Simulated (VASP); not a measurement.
Y2HfF: relaxation of cell and atoms with PBE

Y2HfF:

```
CELL_PARAMETERS angstrom
2.18047 -2.60718 0.00000
2.18047 2.60718 0.00000
0.00000 0.00000 8.47788
ATOMIC_POSITIONS crystal
Y 0.50000 0.50000 0.34032
Y 0.50000 0.50000 0.65968
Hf 0.00000 0.00000 0.00000
F 0.00000 0.00000 0.50000
```

The cell was built from a structure type or drawn by symmetry, and may not be a known phase.

```yaml
Program: VASP 6.6.1
Task: relaxation of cell and atoms
Functional: PBE
Potentials_or_basis: VASP PAW PBE potentials, release 64 (Y_sv, Hf_pv, F)
Cutoff: 600 eV
k_mesh: 6 × 6 × 2
Occupations: gaussian, width 0.1 eV
Spin: no spin polarisation
Dipole_correction: no
Further_INCAR_settings: ALGO = Normal; EDIFF = 1e-06; IBRION = 2; EDIFFG = -0.04; NSW = 90; ISIF = 3
```

- Relaxed volume: 22.67 Å³/atom
- Relaxed cell: a = 3.347 Å, b = 3.347 Å, c = 9.182 Å, α = 90.00°, β = 90.00°, γ = 118.14°
- Space group after relaxing (to 0.1 Å): Cmmm (No. 65)
- Energy gained by relaxing: 552.1 meV/atom
- Ionic steps: 28
- Pressure after relaxing: 0.0 GPa
- Largest force after relaxing: 0.020 eV/Å
- Band gap on the k mesh: zero (an odd number of electrons rules out a gap without spin polarisation)

Forces on the atoms (eV/Å):
```
Y    0.000  0.000  0.020
Y    0.000  0.000 -0.020
Hf   0.000  0.000  0.000
F    0.000  0.000  0.000
```

Stress tensor (GPa, compression positive):
```
-0.03  0.00  0.00
 0.00 -0.02  0.00
 0.00  0.00  0.13
```

Step by step:
| step | energy change (eV) | largest force (eV/Å) | pressure (GPa) | volume (Å³) |
| --- | --- | --- | --- | --- |
| 1 | 0.0000 | 3.8656 | -4.02 | 96.39 |
| 2 | -1.3474 | 2.1963 | -0.79 | 88.13 |
| 3 | -1.7259 | 0.9988 | 4.57 | 82.03 |
| 4 | -1.7302 | 0.8049 | 5.81 | 81.04 |
| 5 | -2.0579 | 0.3038 | -0.05 | 89.18 |
| 6 | -2.0727 | 0.1878 | -1.24 | 91.45 |
| 7 | -2.0945 | 0.0918 | 0.14 | 89.99 |
| 8 | -2.0945 | 0.0865 | 0.09 | 90.02 |
| 9 | -2.1025 | 0.0933 | 0.12 | 89.99 |
| 10 | -2.1166 | 0.1414 | 0.28 | 89.81 |
| 11 | -2.1482 | 0.3961 | 1.06 | 89.07 |
| 12 | -1.7226 | 0.7467 | 3.98 | 85.92 |
| 13 | -2.1524 | 0.4107 | 1.18 | 88.92 |
| 14 | -2.1529 | 0.4284 | 1.31 | 88.73 |
| 15 | -2.1551 | 0.4223 | 1.24 | 88.83 |
| 16 | -2.1580 | 0.4095 | 1.08 | 89.03 |
| 17 | -2.1568 | 0.3874 | 0.79 | 89.40 |
| 18 | -2.1586 | 0.4001 | 0.98 | 89.18 |
| 19 | -2.1633 | 0.3850 | 0.89 | 89.32 |
| 20 | -2.1757 | 0.3400 | 0.58 | 89.73 |
| 21 | -2.1934 | 0.2528 | 0.06 | 90.57 |
| 22 | -2.2024 | 0.0859 | -0.93 | 92.23 |
| 23 | -2.2033 | 0.1234 | -0.71 | 91.85 |
| 24 | -2.2057 | 0.1083 | -0.45 | 91.44 |
| 25 | -2.2075 | 0.0757 | 0.12 | 90.63 |
| 26 | -2.2075 | 0.0781 | 0.10 | 90.68 |
| 27 | -2.2080 | 0.0564 | 0.06 | 90.68 |
| 28 | -2.2085 | 0.0200 | 0.03 | 90.69 |

Final structure:
```xyz
4
Lattice="1.7202 -2.8708 0.0000 1.7202 2.8708 0.0000 0.0000 0.0000 9.1816" Properties=species:S:1:pos:R:3 pbc="T T T"
Y     1.7202    0.0000    2.6324
Y     1.7202    0.0000    6.5491
Hf    0.0000    0.0000    0.0000
F     0.0000    0.0000    4.5908
```

Levels at points of the mesh, in eV from the Fermi level:
```csv
k point,band 18,band 19,band 20,band 21,band 22,band 23
"(0.00, 0.00, 0.00)",-2.63,0.37,0.63,0.92,0.95,1.59
"(0.50, 0.00, 0.00)",-1.38,-0.43,-0.37,0.38,0.46,1.39
"(0.50, 0.50, 0.00)",-1.75,-0.87,-0.62,1.05,1.85,1.86
"(0.00, 0.00, 0.50)",-2.25,0.17,0.72,1.00,1.26,1.47
"(0.50, 0.00, 0.50)",-1.58,-0.36,-0.28,-0.07,0.46,1.94
"(0.50, 0.50, 0.50)",-1.34,-1.26,-0.89,1.19,1.56,1.71
```

It took 18 min on 1 thread of Intel(R) Xeon(R) Platinum 8488C (Sapphire Rapids), on a shared host, peak memory 0.28 GiB.

Caveat: the k points lie up to 0.35 Å⁻¹ apart in the final cell, too coarse for converged energies and pressures of a metal; spin-orbit coupling is left out, which moves the levels of the heavy elements; an odd number of electrons without spin polarisation forces a metal; a magnetic or distorted state may lie lower.
